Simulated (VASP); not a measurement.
Input of a VASP 6.6.1 run:

File INCAR:

```
  PREC = Accurate
  ENCUT = 520
  EDIFF = 1E-6
  ISMEAR = -1
  SIGMA = 0.05
  LREAL = False
  LASPH = True
  NELM = 100
  ALGO = Normal
  ISIF = 2
  LWAVE = False
  LCHARG = False
  GGA = PE
  NBANDS = 18
```

Contents of KPOINTS:

```
regular mesh
0
Gamma
  7 7 5
```

POSCAR

```
P
1.0
    1.6477431241     -5.4650377251      0.0000000000
    1.6477431241      5.4650377251      0.0000000000
    0.0000000000      0.0000000000      4.5436355900
P
4
Direct
    0.9041431300      0.0958568700      0.5888151700
    0.0958568700      0.9041431300      0.4111848300
    0.5958568700      0.4041431300      0.0888151700
    0.4041431300      0.5958568700      0.9111848300
```

Potentials or basis: VASP PAW PBE potentials, release 64 (P).

Run with:

```bash
$ cat potpaw_PBE.64/P/POTCAR > POTCAR
$ mpirun -np 1 vasp_std > vasp.out
```

(1) Predict the pressure.

(2) What does it give for the largest force?

Results:

(1) 1.7 GPa.

(2) 0.287 eV/Å.
